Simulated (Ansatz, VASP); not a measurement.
In in VASP and in Ansatz

```
In
1.0
     1.66964    0.96397    8.37161
    -1.66964    0.96397    8.37161
     0.00000   -1.92793    8.37161
In
3
Cartesian
  0.0000 0.0000 0.0000
  0.0000 0.0000 19.5397
  0.0000 0.0000 5.5752
```

Change from the starting cell: zz strain of +2 %, crystal datasets.

Alike in both runs: task electric field gradients; functional PBEsol; k mesh 14 × 14 × 14; occupations fermi-dirac, width 0.05 eV; no spin polarisation.

```csv
,VASP,Ansatz
version,VASP 6.6.1,Ansatz 0.2.0
potentials or method,"VASP PAW PBE potentials, release 64 (In_d), cutoff 520 eV","all-electron PAW with datasets made for the crystal, scalar-relativistic"
```

Ansatz gave:

| Item | Value |
| --- | --- |
| pressure (GPa) | -1.9 |
| traceless stress, the component that is largest in VASP (GPa) | 0.16 |
| rms of the force components (eV/Å) | 0.003 |
| size of Vzz on the site where it differs most (V/Å²) | 6.3 |

Problem. What did VASP give for the same quantities?

Solution. Pressure (GPa): -2.0; traceless stress, the component that is largest in VASP (GPa): 0.16; rms of the force components (eV/Å): 0.003; size of Vzz on the site where it differs most (V/Å²): 6.3.

VASP's potentials were made for PBE, not for PBEsol. Atom by atom the forces differ by 0.000 eV/Å (rms over components). Ansatz ran all-electron here, and VASP with PAW potentials.
